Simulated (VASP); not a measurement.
# PbO2 (P6/mmm) in VASP: a series of runs, part 2 of 2

VASP 6.6.1. Earlier steps stand in the parts before.

**5. Relaxation of cell and atoms, r2SCAN, target pressure 5 GPa, at which the enthalpy is minimised**

This run uses another cell than the first one, of 12.26 Å³/atom, 0.933 times its volume.

Input file POSCAR:

```
PbO2
1.0
    3.3800000000      0.0000000000      0.0000000000
   -1.6900000000      2.9271658648      0.0000000000
    0.0000000000      0.0000000000      3.7180000000
Pb O
1 2
Direct
    0.0000000000      0.0000000000      0.0000000000
    0.3333333333      0.6666666667      0.5000000000
    0.6666666667      0.3333333333      0.5000000000
```

Input file INCAR.step1:

```
  ALGO = Normal
  EDIFF = 1E-4
  ENCUT = 600
  GGA = PE
  ISMEAR = -1
  LASPH = T
  LCHARG = F
  LREAL = F
  LWAVE = T
  NELM = 100
  PREC = Accurate
  SIGMA = 0.01
```

Input file INCAR.step2:

```
  ALGO = Normal
  EDIFF = 1E-7
  EDIFFG = -0.01
  ENCUT = 600
  IBRION = 2
  ISIF = 3
  ISMEAR = -1
  ISTART = 1
  LASPH = T
  LCHARG = F
  LMIXTAU = T
  LREAL = F
  LWAVE = F
  METAGGA = R2SCAN
  NELM = 100
  NSW = 60
  PREC = Accurate
  PSTRESS = 50.0
  SIGMA = 0.01
```

Input file KPOINTS:

```
k-points
0
Gamma
  6 6 5
```

Potentials or basis: VASP PAW PBE potentials, release 64 (Pb_d, O).

Run with:

```bash
cat potpaw_PBE.64/Pb_d/POTCAR potpaw_PBE.64/O/POTCAR > POTCAR
cp INCAR.step1 INCAR
mpirun -np 1 vasp_std > vasp.out
cp INCAR.step2 INCAR
mpirun -np 1 vasp_std > vasp.out
```

OUTCAR:

```text
EDIFF = 1E-7
   EDIFFG = -0.01
   ENCUT = 600
   IBRION = 2
   ISIF = 3
   ISMEAR = -1
   ISTART = 1
   LASPH = T
   LREAL = F
   METAGGA = R2SCAN
   NELM = 100
   NSW = 60
   PREC = Accurate
   PSTRESS = 50.0

 ion  position               nearest neighbor table
   1  0.000  0.000  0.000-   2 2.70   3 2.70   2 2.70   3 2.70   3 2.70   3 2.70   2 2.70   2 2.70
                             3 2.70   3 2.70   2 2.70   2 2.70
   2  0.333  0.667  0.500-   3 1.95   3 1.95   3 1.95   1 2.70   1 2.70   1 2.70   1 2.70   1 2.70
                             1 2.70
   3  0.667  0.333  0.500-   2 1.95   2 1.95   2 1.95   1 2.70   1 2.70   1 2.70   1 2.70   1 2.70
                             1 2.70

  LATTYP: Found a hexagonal cell.
 ALAT       =     3.3800000000
 C/A-ratio  =     1.1000000000

  Lattice vectors:

 A1 = (   3.3800000000,   0.0000000000,   0.0000000000)
 A2 = (  -1.6900000000,   2.9271658648,   0.0000000000)
 A3 = (   0.0000000000,   0.0000000000,   3.7180000000)

Analysis of symmetry for initial positions (statically):
=====================================================================
 Subroutine PRICEL returns:
 Original cell was already a primitive cell.

 Routine SETGRP: Setting up the symmetry group for a
 hexagonal supercell.

 Subroutine GETGRP returns: Found 24 space group operations
 (whereof 24 operations were pure point group operations)
 out of a pool of 24 trial point group operations.

The static configuration has the point symmetry D_6h.

Analysis of symmetry for dynamics (positions and initial velocities):
=====================================================================
 Subroutine PRICEL returns:
 Original cell was already a primitive cell.

 Routine SETGRP: Setting up the symmetry group for a
 hexagonal supercell.

 Subroutine GETGRP returns: Found 24 space group operations
 (whereof 24 operations were pure point group operations)
 out of a pool of 24 trial point group operations.
[... 115 lines left out ...]
   EFERMI_NEDOS =   21; number of points for ismear=-14 and -15
   IALGO  =     38    algorithm
   IMIX   =      4    mixing-type and parameters
     AMIX     =   0.40;   BMIX     =  1.00
     AMIX_MAG =   1.60;   BMIX_MAG =  1.00
  volume/ion in A,a.u.               =      12.26        82.75
  Fermi-wavevector in a.u.,A,eV,Ry     =   1.458282  2.755753 28.933959  2.126586
  Thomas-Fermi vector in A             =   2.574985
   LORBIT       =      0    0 simple, 1 ext, 2 COOP (PROOUT), +10 PAW based schemes
   METAGGA = R2SCAN    functional components
   LHFCALC =     F    Hartree Fock is set to
   AEXX    =    0.0000 exact exchange contribution
   IVDW    =     0    specifies the selected vdW correction
   LEPSILON=     F    determine dielectric tensor
   LRPA    =     F    only Hartree local field effects (RPA)
 conjugate gradient relaxation of ions
 non-spin polarized calculation
  energy-cutoff  :      600.00
  volume of cell :       36.79
 maximum number of plane-waves:      1244
 NGX is ok and might be reduce to    28
   NGX = 13   NGY = 13   NGZ = 15

--------------------------------------- Ionic step        1  -------------------------------------------

 number of electron      25.9999997 magnetization

 Free energy of the ion-electron system (eV)
  ---------------------------------------------------
  ext. energy  EPLUGINS =         0.00000000
  ---------------------------------------------------
  free energy    TOTEN  =       -67.00522454 eV

  energy without entropy =      -67.00478073  energy(sigma->0) =      -67.00500264

------------------------ aborting loop because EDIFF is reached ----------------------------------------

  FORCE on cell =-STRESS in cart. coord.  units (eV):
  Direction    XX          YY          ZZ          XY          YZ          ZX
  --------------------------------------------------------------------------------------
  -------------------------------------------------------------------------------------
  Total        8.2509787      8.2509787     -1.6468657      0.0000000     -0.0000000      0.0000000
  in kB      359.3706696    359.3706696    -71.7290943      0.0000000     -0.0000000      0.0000000
  external PRESSURE =     165.6707483 kB  Pullay stress =      50.0000000 kB
[... 100 lines left out ...]
  energy  without entropy=      -67.9112089657  energy(sigma->0) =      -67.91189230

  enthalpy is  TOTEN    =       -66.5780423625 eV   P V=        1.3345332731

[... ionic steps 4 to 7 ...]

--------------------------------------- Ionic step        8  -------------------------------------------

 number of electron      26.0000002 magnetization

------------------------ aborting loop because EDIFF is reached ----------------------------------------
[... 73 lines left out ...]
--------------------------------------- Ionic step       10  -------------------------------------------

 number of electron      26.0000002 magnetization

 Free energy of the ion-electron system (eV)
  ---------------------------------------------------
  ext. energy  EPLUGINS =         0.00000000
  ---------------------------------------------------
  free energy    TOTEN  =       -68.01709569 eV

  energy without entropy =      -68.01673626  energy(sigma->0) =      -68.01691597

 E-fermi :   6.2546     XC(G=0): -12.1179

 val. band max:        6.1563553978   @ k =   0.1667   0.0000   0.4000
 cond. band min:       6.2723792663   @ k =   0.1667   0.1667   0.0000
 fundamental gap:      0.1160238685
 Fermi energy:         6.2545512843

 k-point     1 :       0.0000    0.0000    0.0000
  band No.  band energies     occupation
      1     -14.1500      2.00000
      2     -10.6239      2.00000
      3     -10.3247      2.00000
      4     -10.3247      2.00000
      5     -10.2340      2.00000
      6     -10.1534      2.00000
[... 443 lines left out ...]
  energy  without entropy=      -68.0167362562  energy(sigma->0) =      -68.01691597

  enthalpy is  TOTEN    =       -66.7854867337 eV   P V=        1.2316089558

 reached required accuracy - stopping structural energy minimisation
```

OUTCAR.step1:

```text
EDIFF = 1E-4
   ENCUT = 600
   GGA = PE
   ISMEAR = -1
   LASPH = T
[... 642 lines left out ...]
      0.00000      0.00000      0.00000         0.000000      0.000000      0.000000
     -0.00000      1.95144      1.85900        -0.000000      0.000000      0.000000
      1.69000      0.97572      1.85900         0.000000     -0.000000      0.000000
 -----------------------------------------------------------------------------------
    total drift:                               -0.000000      0.000000     -0.000000

  FREE ENERGIE OF THE ION-ELECTRON SYSTEM (eV)
  ---------------------------------------------------
  free  energy   TOTEN  =       -12.2715025379 eV

  energy  without entropy=      -12.2710916616  energy(sigma->0) =      -12.27129710
```

Run time: 7 min. Hardware: 1 thread of Intel Xeon Platinum 8375C at 2.90GHz (Ice Lake), shared host; peak memory 0.18 GiB.

What came out:

* Free energy: -68.0171 eV
* Relaxed volume: 13.16 Å³/atom
* Relaxed cell: a = 3.740 Å, b = 3.740 Å, c = 3.257 Å, α = 90.00°, β = 90.00°, γ = 120.00°
* Space group after relaxing (to 0.05 Å): P6/mmm (No. 191)
* Energy change on relaxing (the enthalpy is what falls): -337.3 meV/atom
* Ionic steps: 10
* Pressure after relaxing: 5.0 GPa
* Band gap on the k mesh: zero (band 13 reaches 6.38 eV, above the bottom of band 14 at 5.13 eV)

The path:
```
step  energy change (eV)  largest force (eV/Å)  pressure (GPa)  volume (Å³)
   1              0.0000                0.0000           21.57        36.79
   2             -0.9262                0.0000           -4.43        43.62
   3             -0.9074                0.0000           -2.23        42.76
   4             -1.0260                0.0000            3.04        40.14
   5             -1.0193                0.0000            4.16        39.73
   6             -1.0155                0.0000            4.54        39.59
   7             -1.0134                0.0000            4.73        39.53
   8             -1.0090                0.0000            5.30        39.38
   9             -1.0100                0.0000            5.18        39.41
  10             -1.0119                0.0000            5.01        39.47
```

Final structure:
```
Pb O
1.0
     3.74046    0.00000    0.00000
    -1.87023    3.23933    0.00000
     0.00000    0.00000    3.25711
Pb O
1 2
Direct
  0.00000 0.00000 0.00000
  0.33333 0.66667 0.50000
  0.66667 0.33333 0.50000
```

Levels at points of the mesh, in eV from the Fermi level:
| k point | band 10 | band 11 | band 12 | band 13 | band 14 | band 15 | band 16 | band 17 |
| --- | --- | --- | --- | --- | --- | --- | --- | --- |
| (0.00, 0.00, 0.00) | -4.09 | -3.69 | -1.45 | -1.45 | -0.81 | 8.32 | 8.32 | 10.79 |
| (0.50, 0.00, 0.00) | -2.32 | -1.81 | -1.11 | -0.71 | 0.55 | 3.00 | 7.37 | 9.07 |

Caveat: the cell is relaxed towards a set pressure, so the enthalpy falls and the energy may rise; the PAW data sets were made with another functional, which shifts forces and pressure a little; spin-orbit coupling is left out, which moves the levels of the heavy elements.

**6. Summary**

```tsv
task	cell	cutoff (eV)	gap on the mesh (eV)	pressure (GPa)
single point	a = 3.741, b = 3.741, c = 3.254 Å, angles 90.0, 90.0, 120.0°, 3 atoms	520	none	5.1
single point	a = 3.785, b = 3.785, c = 3.313 Å, angles 90.0, 90.0, 120.0°, 3 atoms	520	none	0.1
relaxation of cell and atoms	relaxed from a = 3.380, b = 3.380, c = 3.718 Å, angles 90.0, 90.0, 120.0°, 3 atoms	600	none	0.0
relaxation of cell and atoms	relaxed to 5 GPa from a = 3.380, b = 3.380, c = 3.718 Å, angles 90.0, 90.0, 120.0°, 3 atoms	600	none	5.0
```

Alike in all rows: level r2SCAN; potentials or basis VASP PAW PBE potentials, release 64 (Pb_d, O); no spin polarisation; k mesh 6 × 6 × 5; smearing fermi-dirac 0.01 eV.

Caveats: some runs use coarse meshes; the PAW data sets were made with another functional, which shifts forces and pressure a little; spin-orbit coupling is left out, which moves the levels of the heavy elements; the cell is relaxed towards a set pressure, so the enthalpy falls and the energy may rise (some runs).

Absolute energies hang on the potentials; compare differences alone.
